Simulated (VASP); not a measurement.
# YInCu4 (F-43m) in VASP: single point with LDA

Aim: the single point of YInCu4 with LDA.

Program: VASP 6.6.1. These are calculated values, not measurements. Logs are shortened: lines on timing, memory, paths and dates and some standing lists are left out, and cuts for length are marked.

**1. The cell of the first run**

Symmetry: F-43m, No. 216, cubic system. The conventional cell has a = 7.178 Å, b = 7.178 Å, c = 7.178 Å, α = 90.00°, β = 90.00°, γ = 90.00°. Within 3.9 Å of Y (site symmetry -43m) lie 12 Cu at 2.98 Å and 4 In at 3.11 Å. Within 3.9 Å of In (site symmetry -43m) lie 12 Cu at 2.98 Å and 4 Y at 3.11 Å. Within 3.3 Å of Cu (site symmetry 3m) lie 6 Cu at 2.53 to 2.54 Å and 3 In at 2.98 Å and 3 Y at 2.98 Å.

**2. Single point, LDA**

The input, INCAR:

```
PREC = Accurate
ENCUT = 520
EDIFF = 1E-6
ISMEAR = -1
SIGMA = 0.15
LREAL = False
LASPH = True
NELM = 80
ALGO = Normal
ISIF = 2
LWAVE = False
LCHARG = False
NBANDS = 43
```

The input, KPOINTS:

```
regular mesh
0
Gamma
  6 6 6
```

The input, POSCAR:

```
YInCu4
1.0
    0.0000000000      3.5889600000      3.5889600000
    3.5889600000      0.0000000000      3.5889600000
    3.5889600000      3.5889600000      0.0000000000
Y In Cu
1 1 4
Direct
    0.0000000000      0.0000000000      0.0000000000
    0.7500000000      0.7500000000      0.7500000000
    0.3753350000      0.3753350000      0.3753350000
    0.8739950000      0.3753350000      0.3753350000
    0.3753350000      0.3753350000      0.8739950000
    0.3753350000      0.8739950000      0.3753350000
```

Potentials or basis: VASP PAW LDA potentials, release 64 (Y_sv, In_d, Cu).

Started as:

```console
cat potpaw_LDA.64/Y_sv/POTCAR potpaw_LDA.64/In_d/POTCAR potpaw_LDA.64/Cu/POTCAR > POTCAR
mpirun -np 1 vasp_std > vasp.out
```

OUTCAR:

```text
PREC = Accurate
   ENCUT = 520
   EDIFF = 1E-6
   ISMEAR = -1
   LREAL = False
   LASPH = True
   NELM = 80
   ISIF = 2

 ion  position               nearest neighbor table
   1  0.000  0.000  0.000-   4 2.98   5 2.98   6 2.98   3 2.98   4 2.98   5 2.98   5 2.98   6 2.98
                             6 2.98   3 2.98   3 2.98   4 2.98   2 3.11   2 3.11   2 3.11   2 3.11
   2  0.750  0.750  0.750-   3 2.98   5 2.98   6 2.98   3 2.98   4 2.98   5 2.98   3 2.98   4 2.98
                             6 2.98   4 2.98   6 2.98   5 2.98   1 3.11   1 3.11   1 3.11   1 3.11
   3  0.375  0.375  0.375-   4 2.53   5 2.53   6 2.53   5 2.54   6 2.54   4 2.54   2 2.98   2 2.98
                             2 2.98   1 2.98   1 2.98   1 2.98
   4  0.874  0.375  0.375-   3 2.53   5 2.53   6 2.53   3 2.54   5 2.54   6 2.54   2 2.98   2 2.98
                             2 2.98   1 2.98   1 2.98   1 2.98
   5  0.375  0.375  0.874-   3 2.53   4 2.53   6 2.53   3 2.54   6 2.54   4 2.54   2 2.98   2 2.98
                             2 2.98   1 2.98   1 2.98   1 2.98
   6  0.375  0.874  0.375-   3 2.53   4 2.53   5 2.53   5 2.54   3 2.54   4 2.54   2 2.98   2 2.98
                             2 2.98   1 2.98   1 2.98   1 2.98

  LATTYP: Found a face centered cubic cell.
 ALAT       =     7.1779200000

  Lattice vectors:

 A1 = (   0.0000000000,   3.5889600000,   3.5889600000)
 A2 = (   3.5889600000,   0.0000000000,   3.5889600000)
 A3 = (   3.5889600000,   3.5889600000,   0.0000000000)

Analysis of symmetry for initial positions (statically):
=====================================================================
 Subroutine PRICEL returns:
 Original cell was already a primitive cell.

 Routine SETGRP: Setting up the symmetry group for a
 face centered cubic supercell.

 Subroutine GETGRP returns: Found 24 space group operations
 (whereof 24 operations were pure point group operations)
 out of a pool of 48 trial point group operations.

The static configuration has the point symmetry T_d .

Analysis of symmetry for dynamics (positions and initial velocities):
=====================================================================
 Subroutine PRICEL returns:
 Original cell was already a primitive cell.

 Routine SETGRP: Setting up the symmetry group for a
 face centered cubic supercell.

 Subroutine GETGRP returns: Found 24 space group operations
 (whereof 24 operations were pure point group operations)
 out of a pool of 48 trial point group operations.

The dynamic configuration has the point symmetry T_d .

[... 100 lines left out ...]
   NSW    =      0    number of steps for IOM
   IBRION =     -1    ionic relax: 0-MD 1-quasi-New 2-CG
   NFREE  =      0    steps in history (QN), initial steepest desc. (CG)
   ISIF   =      2    stress and relaxation
   ISYM   =      2    0-nonsym 1-usesym 2-fastsym
   POTIM  = 0.5000    time-step for ionic-motion
   TEBEG  =    0.0;   TEEND  =   0.0 temperature during run
   PSTRESS=    0.0 pullay stress
   NELECT =      68.0000    total number of electrons
   NUPDOWN=      -1.0000    fix difference up-down
   EMIN   =  10.00;   EMAX   =-10.00  energy-range for DOS
   EFERMI =   0.00;   METHOD = LEGACY
   ISMEAR =    -1;   SIGMA  =   0.15  broadening in eV -4-tet -1-fermi 0-gaus
   EFERMI_NEDOS =   21; number of points for ismear=-14 and -15
   IALGO  =     38    algorithm
   IMIX   =      4    mixing-type and parameters
     AMIX     =   0.40;   BMIX     =  1.00
     AMIX_MAG =   1.60;   BMIX_MAG =  1.00
  volume/ion in A,a.u.               =      15.41       103.99
  Fermi-wavevector in a.u.,A,eV,Ry     =   1.477744  2.792531 29.711411  2.183727
  Thomas-Fermi vector in A             =   2.592110
   LORBIT       =      0    0 simple, 1 ext, 2 COOP (PROOUT), +10 PAW based schemes
   GGA     = CA    functional components
   LHFCALC =     F    Hartree Fock is set to
   AEXX    =    0.0000 exact exchange contribution
   IVDW    =     0    specifies the selected vdW correction
   LEPSILON=     F    determine dielectric tensor
   LRPA    =     F    only Hartree local field effects (RPA)
 non-spin polarized calculation
  energy-cutoff  :      520.00
  volume of cell :       92.46
 maximum number of plane-waves:      2523
 NGX is ok and might be reduce to    40
   NGX = 19   NGY = 19   NGZ = 19

 number of electron      68.0000029 magnetization

 Free energy of the ion-electron system (eV)
  ---------------------------------------------------
  ext. energy  EPLUGINS =         0.00000000
  ---------------------------------------------------
  free energy    TOTEN  =       -30.79363431 eV

  energy without entropy =      -30.72412897  energy(sigma->0) =      -30.75888164

 E-fermi :   7.4189     XC(G=0): -12.2216

 val. band max:        7.1599042520   @ k =  -0.3333   0.3333   0.1667
 cond. band min:       7.5393854614   @ k =   0.0000   0.0000   0.0000
 fundamental gap:      0.3794812094
 Fermi energy:         7.4188501029

 k-point     1 :       0.0000    0.0000    0.0000
  band No.  band energies     occupation
      1     -34.9823      2.00000
      2     -15.1897      2.00000
      3     -15.1897      2.00000
      4     -15.1897      2.00000
      5      -7.0620      2.00000
      6      -7.0620      2.00000
[... 725 lines left out ...]
     42      14.1396      0.00000
     43      14.2059      0.00000

------------------------ aborting loop because EDIFF is reached ----------------------------------------

  FORCE on cell =-STRESS in cart. coord.  units (eV):
  Direction    XX          YY          ZZ          XY          YZ          ZX
  --------------------------------------------------------------------------------------
  -------------------------------------------------------------------------------------
  Total       -3.5022632     -3.5022632     -3.5022632     -0.0000000     -0.0000000     -0.0000000
  in kB      -60.6908902    -60.6908902    -60.6908902     -0.0000000     -0.0000000     -0.0000000
  external PRESSURE =     -60.6908902 kB  Pullay stress =       0.0000000 kB

 VOLUME and BASIS-vectors are now :
 -----------------------------------------------------------------------------
  energy-cutoff  :      520.00
  volume of cell :       92.46
      direct lattice vectors                 reciprocal lattice vectors
     0.000000000  3.588960000  3.588960000    -0.139316125  0.139316125  0.139316125
     3.588960000  0.000000000  3.588960000     0.139316125 -0.139316125  0.139316125
     3.588960000  3.588960000  0.000000000     0.139316125  0.139316125 -0.139316125

 POSITION                                       TOTAL-FORCE (eV/Angst)
 -----------------------------------------------------------------------------------
      0.00000      0.00000      0.00000         0.000000      0.000000      0.000000
      5.38344      5.38344      5.38344         0.000000      0.000000     -0.000000
      2.69412      2.69412      2.69412         0.002889      0.002889      0.002889
      2.69412      4.48380      4.48380         0.002889     -0.002889     -0.002889
      4.48380      4.48380      2.69412        -0.002889     -0.002889      0.002889
      4.48380      2.69412      4.48380        -0.002889      0.002889     -0.002889
 -----------------------------------------------------------------------------------
    total drift:                               -0.000000     -0.000000     -0.000000

  FREE ENERGIE OF THE ION-ELECTRON SYSTEM (eV)
  ---------------------------------------------------
  free  energy   TOTEN  =       -30.7936343108 eV

  energy  without entropy=      -30.7241289708  energy(sigma->0) =      -30.75888164
```

Run time: 93 s. Hardware: 1 thread of Intel Xeon Platinum 8375C at 2.90GHz (Ice Lake), shared host; peak memory 0.24 GiB.

What came out:

| Item | Value |
| --- | --- |
| Free energy | -30.7936 eV |
| Pressure | -6.1 GPa |
| Largest force | 0.005 eV/Å |
| Band gap on the k mesh | zero (band 34 reaches 7.16 eV, above the bottom of band 35 at 7.08 eV) |

Forces on the atoms (eV/Å):
```
Y    0.000  0.000  0.000
In   0.000  0.000  0.000
Cu   0.003  0.003  0.003
Cu   0.003 -0.003 -0.003
Cu  -0.003 -0.003  0.003
Cu  -0.003  0.003 -0.003
```

Caveat: spin-orbit coupling is left out, which moves the levels of the heavy elements.
